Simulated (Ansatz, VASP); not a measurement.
Two plane-wave programs on SnO

```xyz
2
Lattice="0.0000 2.5591 2.5591 2.5591 0.0000 2.5591 2.5591 2.5591 0.0000" Properties=species:S:1:pos:R:3 pbc="T T T"
Sn    0.0000    0.0000    0.0000
O     2.5591    2.5591    2.5591
```

Alike in both runs: functional PBE; k mesh 8 × 8 × 8; occupations gaussian, width 0.1 eV; no spin polarisation.

Ansatz relaxed the structure, and its values are those at the end. VASP's run is a single point on that final structure, the one shown.

```csv
,VASP,Ansatz
version,VASP 6.6.1,Ansatz 0.2.0
potentials or method,"VASP PAW PBE potentials, release 64 (Sn_d, O), cutoff 520 eV","scalar-relativistic, plane waves, PAW"
valence electrons in the cell,20,20
```

Ansatz gave:

| Quantity | Value |
| --- | --- |
| gap on the k mesh at the Fermi level (eV) | 0.89 |
| least direct gap on the mesh (eV) | 0.93 |
| pressure (GPa) | -0.1 |

Question: Estimate VASP's values.

Answer: gap on the k mesh at the Fermi level (eV): 0.89; least direct gap on the mesh (eV): 0.93; pressure (GPa): -0.2.
